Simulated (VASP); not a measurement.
A run of VASP 6.6.1 is set up as follows.

File POSCAR:

```
Al2O3
1.0
    2.4390607379      1.4081923736      4.5482176037
   -2.4390607379      1.4081923736      4.5482176037
    0.0000000000     -2.8163847472      4.5482176036
Al O
4 6
Direct
    0.8519165699      0.8519165699      0.8519165699
    0.6480834301      0.6480834301      0.6480834301
    0.1480834301      0.1480834301      0.1480834301
    0.3519165699      0.3519165699      0.3519165699
    0.0563854984      0.4436145016      0.7500000000
    0.7500000000      0.0563854984      0.4436145016
    0.4436145016      0.7500000000      0.0563854984
    0.9436145016      0.5563854984      0.2500000000
    0.2500000000      0.9436145016      0.5563854984
    0.5563854984      0.2500000000      0.9436145016
```

INCAR.step1

```
PREC = Accurate
ENCUT = 520
ISMEAR = 0
SIGMA = 0.05
LREAL = False
LASPH = True
NELM = 80
NBANDS = 35
GGA = PE
ALGO = Normal
EDIFF = 1E-4
LWAVE = True
LCHARG = False
```

The input INCAR.step2:

```
PREC = Accurate
ENCUT = 520
EDIFF = 1E-6
ISMEAR = 0
SIGMA = 0.05
LREAL = False
LASPH = True
NELM = 80
ALGO = Normal
ISIF = 2
LWAVE = False
LCHARG = False
METAGGA = R2SCAN
LMIXTAU = True
NBANDS = 35
ISTART = 1
```

File KPOINTS:

```
regular mesh
0
Gamma
  6 6 6
```

Potentials or basis: VASP PAW PBE potentials, release 64 (Al, O).

Run with:

```bash
$ cat potpaw_PBE.64/Al/POTCAR potpaw_PBE.64/O/POTCAR > POTCAR
$ cp INCAR.step1 INCAR
$ mpirun -np 1 vasp_std > vasp.out
$ cp INCAR.step2 INCAR
$ mpirun -np 1 vasp_std > vasp.out
```

Problem. Estimate the pressure.

Solution. -21.1 GPa.

Problem. Estimate the largest force.

Solution. 0.062 eV/Å.

Problem. Predict the band gap on the k mesh.

Solution. 5.88 eV.

Stress tensor (GPa, compression positive):
```
-18.48   0.00   0.00
  0.00 -18.48   0.00
  0.00   0.00 -26.24
```

Caveat: the cell differs from its parent crystal (strain +0.025 along x and y, +0.050 along z); the cell stands under tension; the PAW data sets were made with another functional, which shifts forces and pressure a little.
